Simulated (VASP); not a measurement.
Input of a VASP 6.6.1 run:

The input INCAR:

```
PREC = Accurate ; ENCUT = 520
EDIFF = 1E-6 ; ISMEAR = 0
SIGMA = 0.05 ; LREAL = False
LASPH = True ; NELM = 60
ALGO = Normal ; ISIF = 2
LWAVE = False ; LCHARG = False
NBANDS = 11
```

The input KPOINTS:

```
Automatic mesh
0
Gamma
  12 12 12
```

The input POSCAR:

```
C
1.0
    0.0000000000      1.9953202205      1.7039681529
    1.5980219465      0.0000000000      1.7039681529
    1.5980219465      1.9953202205      0.0000000000
C
2
Direct
    0.5000000000      0.5000000000      0.5000000000
    0.7500000000      0.7500000000      0.7500000000
```

Potentials or basis: VASP PAW LDA potentials, release 64 (C).

Command:

```console
$ cat potpaw_LDA.64/C/POTCAR > POTCAR
$ mpirun -np 1 vasp_std > vasp.out
```

**Question.** Predict the pressure.

**Answer.** 9.0 GPa.

**Question.** Estimate the band gap on the k mesh.

**Answer.** 0.65 eV, indirect (least direct gap 3.38 eV).

Stress tensor (GPa, compression positive):
```
  98.94    0.00    0.00
   0.00 -133.24    0.00
   0.00    0.00   61.43
```

Caveat: the cell differs from its parent crystal (strain +e along x and -e along y -0.1125, strain +e along z and -e/2 along x and y -0.0350). A k mesh can miss the band edges.
